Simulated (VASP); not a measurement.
Input of a VASP 6.6.1 run:

Contents of INCAR:

```
SYSTEM = Bi
  PREC = Accurate
  ENCUT = 520
  EDIFF = 1E-7
  ISMEAR = -1
  SIGMA = 0.05
  LREAL = .FALSE.
  LASPH = .TRUE.
  NELM = 100
  ALGO = Normal
  ISIF = 2
  LWAVE = .FALSE.
  LCHARG = .FALSE.
  LDIPOL = .TRUE.
  IDIPOL = 3
  DIPOL = 0.5 0.5 0.500
  GGA = PS
  NBANDS = 38
```

KPOINTS

```
regular mesh
0
G
  11 11 1
  0 0 0
```

POSCAR

```
Bi
1.0
    3.4905818625      0.0000000000      0.0000000000
    0.0000000000      3.4905818625      0.0000000000
    0.0000000000      0.0000000000     23.4046000000
Bi
4
Direct
    0.2500000000      0.2500000000      0.3502293045
    0.7500000000      0.7500000000      0.4459164287
    0.2500000000      0.2500000000      0.5540835696
    0.7500000000      0.7500000000      0.6497706965
```

Potentials or basis: VASP PAW PBE potentials, release 64 (Bi_d).

Run with:

```console
$ cat potpaw_PBE.64/Bi_d/POTCAR > POTCAR
$ mpirun -np 1 vasp_std > vasp.out
```

What does it give for the largest force?

0.009 eV/Å.

Predict the band gap on the k mesh.

zero (bands 30 and 31 overlap by 2.51 eV).

Forces in eV/Å, atoms in the order of the input:
```
Bi   0.000  0.000 -0.008
Bi   0.000  0.000  0.009
Bi   0.000  0.000 -0.009
Bi   0.000  0.000  0.008
```

Caveat: the PAW data sets were made with another functional, which shifts forces and pressure a little; spin-orbit coupling is left out, which moves the levels of the heavy elements.
